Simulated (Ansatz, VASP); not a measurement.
**PbF2 in VASP and in Ansatz**

```
Pb F
1.0
     5.57821    0.00000    0.00000
     0.00000    5.57821    0.00000
     0.00000    0.00000    3.93988
Pb F
2 4
Direct
  0.00000 0.00000 0.00000
  0.50000 0.50000 0.50000
  0.30923 0.30923 0.00000
  0.19077 0.80923 0.50000
  0.80923 0.19077 0.50000
  0.69077 0.69077 0.00000
```

Alike in both runs: task single point; functional r2SCAN; k mesh 4 × 4 × 4; occupations methfessel-paxton of order 1, width 0.05 eV; no spin polarisation.

```csv
,VASP,Ansatz
version,VASP 6.6.1,Ansatz 0.2.0
potentials or method,"VASP PAW PBE potentials, release 64 (Pb_d, F)",plane waves
plane-wave cutoff (eV),520,500
valence electrons in the cell,56,56
```

Ansatz gave:

| Property | Result |
| --- | --- |
| gap on the k mesh at the Fermi level (eV) | 4.04 |
| pressure (GPa) | 0.0 |

Task: Which values does VASP return?

Result: gap on the k mesh at the Fermi level (eV): 4.05; pressure (GPa): 0.0.

VASP's potentials were made for PBE, not for r2SCAN.

Neither program's run includes spin-orbit coupling.
